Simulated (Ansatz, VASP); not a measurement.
**CdS in VASP and in Ansatz**

INCAR

```
SYSTEM = CdS
PREC     = Accurate       ! precision mode
ENCUT    = 520            ! plane-wave cutoff, eV
EDIFF    = 1E-7           ! SCF threshold, eV
ISMEAR   = -1             ! smearing method
SIGMA    = 0.02           ! smearing width, eV
LREAL    = .False.        ! projectors in reciprocal space
LASPH    = .True.         ! aspherical terms in the spheres
NELM     = 80             ! most SCF steps
ALGO     = Normal         ! electronic algorithm
ISIF     = 2              ! what is computed and relaxed
LWAVE    = .False.        ! write WAVECAR
LCHARG   = .False.        ! write CHGCAR
GGA      = PE             ! functional
NBANDS   = 16             ! bands
```

File KPOINTS:

```
Automatic mesh
0
Gamma
  8 8 8
  0 0 0
```

The input POSCAR:

```
CdS
1.0
    0.0000000000      2.9392148400      2.9392148400
    2.9083530842      0.0000000000      2.9392148400
    2.9083530842      2.9392148400      0.0000000000
Cd S
1 1
Direct
    0.0000000000      0.0000000000      0.0000000000
    0.2500000000      0.2500000000      0.2500000000
```

Input for Ansatz:

```yaml
crystal:
  lattice:
    - [0.0, 2.93921484, 2.93921484]
    - [2.9083530842, 0.0, 2.93921484]
    - [2.9083530842, 2.93921484, 0.0]
  atoms:
    - { symbol: Cd, position: [0.0, 0.0, 0.0] }
    - { symbol: S, position: [0.25, 0.25, 0.25] }
kpoints:
  mp_grid: { grid: [8, 8, 8] }
  band_path:
    path:
      - [0.0, 0.0, 0.0]
      - [-0.5, -0.5, 0.0]
      - [-0.375, -0.375, 0.25]
      - [-0.375, 0.0, 0.375]
      - [0.0, 0.0, 0.5]
      - [-0.5, -0.25, 0.25]
    npoints: 1
hamiltonian:
  xc: pbe
scf:
  occupations: { method: fermi_dirac, width: 0.02 }
  n_extra_bands: 4
output:
  forces: true
  stress: true
  eigenvalues: true
```

Change from the starting cell: uniaxial_x strain -1.1%.

Alike in both runs: task single point; functional PBE; k mesh 8 × 8 × 8; occupations fermi-dirac, width 0.02 eV; no spin polarisation.

|  | VASP | Ansatz |
| --- | --- | --- |
| version | VASP 6.6.1 | Ansatz 0.2.0 |
| potentials or method | VASP PAW PBE potentials, release 64 (Cd, S) | plane waves, PAW |
| plane-wave cutoff (eV) | 520 | 420 |
| valence electrons in the cell | 18 | 26 |

VASP gave:

| Quantity | Value |
| --- | --- |
| gap on the k mesh at the Fermi level (eV) | 1.10 |
| pressure (GPa) | 2.4 |
| traceless stress, the component that is largest in VASP (GPa) | 0.12 |

Problem. What did Ansatz give for the same quantities?

Solution. gap on the k mesh at the Fermi level (eV): 1.10; pressure (GPa): 2.0; traceless stress, the component that is largest in VASP (GPa): 0.12.

VASP's potentials hold 18 valence electrons a cell and Ansatz's 26, so a difference there can come from the potentials and not from the codes.
